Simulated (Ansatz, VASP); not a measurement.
## P: VASP beside Ansatz

Contents of INCAR:

```
PREC = Accurate ; ENCUT = 520
EDIFF = 1E-6 ; ISMEAR = 0
SIGMA = 0.05 ; LREAL = F
LASPH = T ; NELM = 80
ALGO = Normal ; ISIF = 2
LWAVE = F ; LCHARG = F
GGA = PS ; NBANDS = 18
```

Contents of KPOINTS:

```
regular mesh
0
Gamma
  8 1 6
```

The input POSCAR:

```
P
1.0
    3.4157418011      0.0000000000      0.0000000000
    0.0000000000     36.2697370064      0.0000000000
    0.0000000000      0.0000000000      4.7918629625
P
4
Direct
    0.0000000000      0.9696876239      0.5826201324
    0.0000000000      0.0303123761      0.4173798676
    0.5000000000      0.0303123761      0.0826201324
    0.5000000000      0.9696876239      0.9173798676
```

Input for Ansatz:

```yaml
crystal:
  lattice:
    - [3.4157418011, 0.0, 0.0]
    - [0.0, 36.2697370064, 0.0]
    - [0.0, 0.0, 4.7918629625]
  atoms:
    - { symbol: P, position: [0.0, 0.9696876239, 0.5826201324] }
    - { symbol: P, position: [0.0, 0.0303123761, 0.4173798676] }
    - { symbol: P, position: [0.5, 0.0303123761, 0.0826201324] }
    - { symbol: P, position: [0.5, 0.9696876239, 0.9173798676] }
basis:
  ecutwfc: 420
kpoints:
  mp_grid: { grid: [8, 1, 6] }
hamiltonian:
  xc: pbesol
scf:
  occupations: { method: gaussian, width: 0.05 }
output:
  forces: true
  stress: true
  eigenvalues: true
  write_density: true
  write_potential: true
  elf: true
  volumetric_format: npy
```

Change from the starting cell: strain +0.040 along x and y, +0.080 along z, atoms carried along.

Alike in both runs: task single point; functional PBEsol; k mesh 8 × 1 × 6; occupations gaussian, width 0.05 eV; no spin polarisation.

```csv
,VASP,Ansatz
version,VASP 6.6.1,Ansatz 0.2.0
potentials or method,"VASP PAW PBE potentials, release 64 (P), cutoff 520 eV","scalar-relativistic, plane waves, PAW"
valence electrons in the cell,20,20
```

|  | VASP | Ansatz | Ansatz less VASP |
| --- | --- | --- | --- |
| gap on the k mesh at the Fermi level (eV) | 1.12 | 1.10 | -0.017 |
| least direct gap on the mesh (eV) | 1.12 | 1.10 | -0.017 |
| rms of the force components (eV/Å) | 0.727 | 0.717 | -0.0096 |

VASP's potentials were made for PBE, not for PBEsol. Atom by atom the forces differ by 0.010 eV/Å (rms over components).
